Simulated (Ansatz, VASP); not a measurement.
W2I in VASP and in Ansatz

```
W I
1.0
     5.15368    0.00000    0.00000
    -2.57684    4.46322    0.00000
     0.00000    0.00000    3.27615
W I
2 1
Direct
  0.33333 0.66667 0.50000
  0.66667 0.33333 0.50000
  0.00000 0.00000 0.00000
```

Alike in both runs: task relaxation of cell and atoms; functional PBE; k mesh 6 × 6 × 6; occupations gaussian, width 0.1 eV; no spin polarisation.

```csv
,VASP,Ansatz
version,VASP 6.6.1,Ansatz 0.2.0
potentials or method,"VASP PAW PBE potentials, release 64 (W_sv, I), cutoff 600 eV","scalar-relativistic, plane waves, PAW"
valence electrons in the cell,35,45
```

Ansatz gave:

* gap on the k mesh at the Fermi level, each at its own relaxed structure (eV): none
* relaxed volume (Å³/atom): 19.91
* relaxed length of the cell vector where the two differ most in proportion (Å): 3.292

Question: Which values does VASP return?

Answer: gap on the k mesh at the Fermi level, each at its own relaxed structure (eV): none; relaxed volume (Å³/atom): 19.92; relaxed length of the cell vector where the two differ most in proportion (Å): 3.285.

A gap of «none» marks a metal or a gap that the smearing closes. VASP's potentials hold 35 valence electrons a cell and Ansatz's 45, so a difference there can come from the potentials and not from the codes.

Spin-orbit coupling is off throughout. Noted on VASP's run: the volume moved by over 15 % at a fixed basis, so the end points are rough.
